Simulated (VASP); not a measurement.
# InPd (P4/mmm) in VASP: further runs

The runs below take InPd through single point, with PBEsol.

Program: VASP 6.6.1. These are calculated values, not measurements. Logs are shortened: lines on timing, memory, paths and dates and some standing lists are left out, and cuts for length are marked.

### 1 The cell of the first run

Symmetry: P4/mmm, No. 123, tetragonal system. The conventional cell has a = 3.209 Å, b = 3.209 Å, c = 3.322 Å, α = 90.00°, β = 90.00°, γ = 90.00°. In (site symmetry 4/mmm) has 8 Pd at 2.81 Å and 6 In at 3.21 to 3.32 Å within 3.7 Å. Within 3.7 Å of Pd (site symmetry 4/mmm) lie 8 In at 2.81 Å and 6 Pd at 3.21 to 3.32 Å.

### 2 Single point, PBEsol (the cell strained)

The input, INCAR:

```
  PREC = Accurate
  ENCUT = 520
  EDIFF = 1E-7
  ISMEAR = 0
  SIGMA = 0.15
  LREAL = F
  LASPH = T
  NELM = 100
  ALGO = Fast
  ISIF = 2
  LWAVE = F
  LCHARG = F
  GGA = PS
  NBANDS = 18
```

The input, KPOINTS:

```
regular mesh
0
Gamma
  14 14 14
```

The input, POSCAR:

```
InPd
1.0
    3.2088053983      0.0000000000      0.0000000000
    0.0000000000      3.2088053983      0.0000000000
    0.0000000000      0.0000000000      3.3222750686
In Pd
1 1
Direct
    0.0000000000      0.0000000000      0.0000000000
    0.5000000000      0.5000000000      0.5000000000
```

Potentials or basis: VASP PAW PBE potentials, release 64 (In_d, Pd).

Launch:

```bash
cat potpaw_PBE.64/In_d/POTCAR potpaw_PBE.64/Pd/POTCAR > POTCAR
mpirun -np 1 vasp_std > vasp.out
```

OUTCAR:

```text
PREC = Accurate
   ENCUT = 520
   EDIFF = 1E-7
   ISMEAR = 0
   LREAL = F
   LASPH = T
   NELM = 100
   ISIF = 2
   GGA = PS

 ion  position               nearest neighbor table
   1  0.000  0.000  0.000-   2 2.81   2 2.81   2 2.81   2 2.81   2 2.81   2 2.81   2 2.81   2 2.81

   2  0.500  0.500  0.500-   1 2.81   1 2.81   1 2.81   1 2.81   1 2.81   1 2.81   1 2.81   1 2.81

  LATTYP: Found a simple tetragonal cell.
 ALAT       =     3.2088053983
 C/A-ratio  =     1.0353619669

  Lattice vectors:

 A1 = (   3.2088053983,   0.0000000000,   0.0000000000)
 A2 = (   0.0000000000,   3.2088053983,   0.0000000000)
 A3 = (   0.0000000000,   0.0000000000,   3.3222750686)

Analysis of symmetry for initial positions (statically):
=====================================================================
 Subroutine PRICEL returns:
 Original cell was already a primitive cell.

 Routine SETGRP: Setting up the symmetry group for a
 simple tetragonal supercell.

 Subroutine GETGRP returns: Found 16 space group operations
 (whereof 16 operations were pure point group operations)
 out of a pool of 16 trial point group operations.

The static configuration has the point symmetry D_4h.

Analysis of symmetry for dynamics (positions and initial velocities):
=====================================================================
 Subroutine PRICEL returns:
 Original cell was already a primitive cell.

 Routine SETGRP: Setting up the symmetry group for a
 simple tetragonal supercell.

 Subroutine GETGRP returns: Found 16 space group operations
 (whereof 16 operations were pure point group operations)
 out of a pool of 16 trial point group operations.

The dynamic configuration has the point symmetry D_4h.

 Subroutine INISYM returns: Found 16 space group operations
 (whereof 16 operations are pure point group operations),
 and found     1 'primitive' translations

----------------------------------------------------------------------------------------

                                     Primitive cell

  volume of cell :      34.2076

  direct lattice vectors                    reciprocal lattice vectors
     3.208805398  0.000000000  0.000000000     0.311642458  0.000000000  0.000000000
     0.000000000  3.208805398  0.000000000     0.000000000  0.311642458  0.000000000
     0.000000000  0.000000000  3.322275069     0.000000000  0.000000000  0.300998557

  length of vectors
     3.208805398  3.208805398  3.322275069     0.311642458  0.311642458  0.300998557

  position of ions in fractional coordinates (direct lattice)
     0.000000000  0.000000000  0.000000000
     0.500000000  0.500000000  0.500000000

  ion indices of the primitive-cell ions
   primitive index   ion index
                 1           1
                 2           2

----------------------------------------------------------------------------------------

 KPOINTS: regular mesh

Automatic generation of k-mesh.
 Grid dimensions read from file:
 generate k-points for:   14   14   14

 Generating k-lattice:

  Cartesian coordinates                     Fractional coordinates (reciprocal lattice)
     0.022260176  0.000000000  0.000000000     0.071428571  0.000000000  0.000000000
     0.000000000  0.022260176  0.000000000     0.000000000  0.071428571  0.000000000
     0.000000000  0.000000000  0.021499897     0.000000000  0.000000000  0.071428571

  Length of vectors
     0.022260176  0.022260176  0.021499897

  Shift w.r.t. Gamma in fractional coordinates (k-lattice)
     0.000000000  0.000000000  0.000000000

 Subroutine IBZKPT returns following result:
 ===========================================

 Found    288 irreducible k-points:

 Following reciprocal coordinates:
            Coordinates               Weight
  0.000000  0.000000  0.000000      1.000000
  0.071429  0.000000  0.000000      4.000000
  0.142857  0.000000  0.000000      4.000000
  0.214286  0.000000  0.000000      4.000000
  0.285714  0.000000  0.000000      4.000000
  0.357143  0.000000  0.000000      4.000000
[... 16 lines left out ...]
  0.285714  0.214286  0.000000      8.000000
  0.357143  0.214286  0.000000      8.000000
 [... further k-points ...]
   k-points           NKPTS =    288   k-points in BZ     NKDIM =    288   number of bands    NBANDS=     18
   number of dos      NEDOS =    301   number of ions     NIONS =      2
   total plane-waves  NPLWV =  16128
   dimension x,y,z NGX =    24 NGY =   24 NGZ =   28
   dimension x,y,z NGXF=    48 NGYF=   48 NGZF=   56
   ions per type =               1   1
   NGX,Y,Z   is equivalent  to a cutoff of  12.43, 12.43, 14.01 a.u.
   NGXF,Y,Z  is equivalent  to a cutoff of  24.87, 24.87, 28.02 a.u.
 SYSTEM =  unknown system
   PREC   = accura    normal or accurate (medium, high low for compatibility)
   ISTART =      0    job   : 0-new  1-cont  2-samecut
   ICHARG =      2    charge: 1-file 2-atom 10-const
   ISPIN  =      1    spin polarized calculation?
   LNONCOLLINEAR =      F non collinear calculations
   LSORBIT =      F    spin-orbit coupling
   LASPH  =      T    aspherical Exc in radial PAW
   ENCUT  =  520.0 eV  38.22 Ry    6.18 a.u.   5.97  5.97  6.18*2*pi/ulx,y,z
   NELM   =    100;   NELMIN=  2; NELMDL= -5     # of ELM steps
   EDIFF  = 0.1E-06   stopping-criterion for ELM
   LREAL  =      F    real-space projection
   EDIFFG = 0.1E-05   stopping-criterion for IOM
   NSW    =      0    number of steps for IOM
   IBRION =     -1    ionic relax: 0-MD 1-quasi-New 2-CG
   NFREE  =      0    steps in history (QN), initial steepest desc. (CG)
   ISIF   =      2    stress and relaxation
   ISYM   =      2    0-nonsym 1-usesym 2-fastsym
   POTIM  = 0.5000    time-step for ionic-motion
   TEBEG  =    0.0;   TEEND  =   0.0 temperature during run
   PSTRESS=    0.0 pullay stress
   NELECT =      23.0000    total number of electrons
   NUPDOWN=      -1.0000    fix difference up-down
   EMIN   =  10.00;   EMAX   =-10.00  energy-range for DOS
   EFERMI =   0.00;   METHOD = LEGACY
   ISMEAR =     0;   SIGMA  =   0.15  broadening in eV -4-tet -1-fermi 0-gaus
   EFERMI_NEDOS =   21; number of points for ismear=-14 and -15
   IALGO  =     68    algorithm
   IMIX   =      4    mixing-type and parameters
     AMIX     =   0.40;   BMIX     =  1.00
     AMIX_MAG =   1.60;   BMIX_MAG =  1.00
  volume/ion in A,a.u.               =      17.10       115.42
  Fermi-wavevector in a.u.,A,eV,Ry     =   1.434201  2.710247 27.986262  2.056932
  Thomas-Fermi vector in A             =   2.553635
   LORBIT       =      0    0 simple, 1 ext, 2 COOP (PROOUT), +10 PAW based schemes
   GGA     = PS    functional components
   LHFCALC =     F    Hartree Fock is set to
   AEXX    =    0.0000 exact exchange contribution
   IVDW    =     0    specifies the selected vdW correction
   LEPSILON=     F    determine dielectric tensor
   LRPA    =     F    only Hartree local field effects (RPA)
 non-spin polarized calculation
 RMM-DIIS sequential band-by-band and
 Gauss-broadening in eV      SIGMA  =   0.15
  energy-cutoff  :      520.00
  volume of cell :       34.21
 maximum number of plane-waves:       940
 NGX is ok and might be reduce to    24
   NGX = 11   NGY = 11   NGZ = 13

 number of electron      23.0000007 magnetization

 Free energy of the ion-electron system (eV)
  ---------------------------------------------------
  ext. energy  EPLUGINS =         0.00000000
  ---------------------------------------------------
  free energy    TOTEN  =       -10.00328979 eV

  energy without entropy =       -9.99575233  energy(sigma->0) =       -9.99952106

 E-fermi :  10.7434     XC(G=0): -12.5381

 val. band max:       10.7318858517   @ k =   0.3571   0.2143   0.4286
 cond. band min:      10.7480499493   @ k =   0.3571   0.2857   0.0714
 fundamental gap:      0.0161640976
 Fermi energy:        10.7434329391

 k-point     1 :       0.0000    0.0000    0.0000
  band No.  band energies     occupation
      1      -4.2736      2.00000
      2      -4.2212      2.00000
      3      -3.8083      2.00000
      4      -3.8083      2.00000
      5      -3.7843      2.00000
      6       0.3767      2.00000
[... 10 lines left out ...]
     17      21.6664      0.00000
     18      26.3518      0.00000

 k-point     2 :       0.0714    0.0000    0.0000
  band No.  band energies     occupation
      1      -4.2589      2.00000
      2      -4.2118      2.00000
      3      -3.8150      2.00000
      4      -3.8064      2.00000
      5      -3.7909      2.00000
      6       0.4611      2.00000
[... 10 lines left out ...]
     17      22.1991      0.00000
     18      26.3896      0.00000

 k-point     3 :       0.1429    0.0000    0.0000
  band No.  band energies     occupation
      1      -4.2328      2.00000
      2      -4.1710      2.00000
      3      -3.8335      2.00000
      4      -3.8091      2.00000
      5      -3.8009      2.00000
      6       0.7143      2.00000
[... 10 lines left out ...]
     17      23.8016      0.00000
     18      26.3261      0.00000

 k-point     4 :       0.2143    0.0000    0.0000
  band No.  band energies     occupation
      1      -4.2130      2.00000
      2      -4.0945      2.00000
      3      -3.8602      2.00000
      4      -3.8353      2.00000
      5      -3.7930      2.00000
      6       1.1346      2.00000
[... 375 lines left out ...]
      4      -3.8752      2.00000
      5      -3.8397      2.00000
      6       1.8581      2.00000
[... 10 lines left out ...]
     17      24.6365      0.00000
     18      25.7498      0.00000

 k-point    23 :       0.2857    0.2143    0.0000
  band No.  band energies     occupation
      1      -4.0891      2.00000
      2      -3.9597      2.00000
      3      -3.9293      2.00000
      4      -3.9008      2.00000
      5      -3.8491      2.00000
      6       2.4000      2.00000
[... 10 lines left out ...]
     17      24.0732      0.00000
     18      25.0524      0.00000

 k-point    24 :       0.3571    0.2143    0.0000
  band No.  band energies     occupation
      1      -4.0761      2.00000
      2      -3.9987      2.00000
      3      -3.9290      2.00000
      4      -3.8521      2.00000
      5      -3.8481      2.00000
      6       3.0599      2.00000
[... 10 lines left out ...]
     17      23.4113      0.00000
     18      23.7289      0.00000

 [... further k-points ...]

------------------------ aborting loop because EDIFF is reached ----------------------------------------

  FORCE on cell =-STRESS in cart. coord.  units (eV):
  Direction    XX          YY          ZZ          XY          YZ          ZX
  --------------------------------------------------------------------------------------
  -------------------------------------------------------------------------------------
  Total        0.1116018      0.1116018     -0.0903022      0.0000000     -0.0000000      0.0000000
  in kB        5.2270818      5.2270818     -4.2294764      0.0000000     -0.0000000      0.0000000
  external PRESSURE =       2.0748957 kB  Pullay stress =       0.0000000 kB

 VOLUME and BASIS-vectors are now :
 -----------------------------------------------------------------------------
  energy-cutoff  :      520.00
  volume of cell :       34.21
      direct lattice vectors                 reciprocal lattice vectors
     3.208805398  0.000000000  0.000000000     0.311642458  0.000000000  0.000000000
     0.000000000  3.208805398  0.000000000     0.000000000  0.311642458  0.000000000
     0.000000000  0.000000000  3.322275069     0.000000000  0.000000000  0.300998557

 POSITION                                       TOTAL-FORCE (eV/Angst)
 -----------------------------------------------------------------------------------
      0.00000      0.00000      0.00000         0.000000      0.000000      0.000000
      1.60440      1.60440      1.66114         0.000000      0.000000      0.000000
 -----------------------------------------------------------------------------------
    total drift:                                0.000000      0.000000     -0.000000

  FREE ENERGIE OF THE ION-ELECTRON SYSTEM (eV)
  ---------------------------------------------------
  free  energy   TOTEN  =       -10.0032897851 eV

  energy  without entropy=       -9.9957523273  energy(sigma->0) =       -9.99952106
```

It took 3.4 min on 1 thread of Intel Xeon Platinum 8259CL at 2.50GHz (Skylake/Cascade Lake), shared host; peak memory 0.29 GiB.

What came out:

| Item | Value |
| --- | --- |
| Free energy | -10.0033 eV |
| Pressure | 0.2 GPa |
| Band gap on the k mesh | zero (an odd number of electrons rules out a gap without spin polarisation) |

Caveat: the cell differs from its parent crystal (the cell strained); the PAW data sets were made with another functional, which shifts forces and pressure a little; spin-orbit coupling is left out, which moves the levels of the heavy elements.

(Part 1 of 2 ends here.)
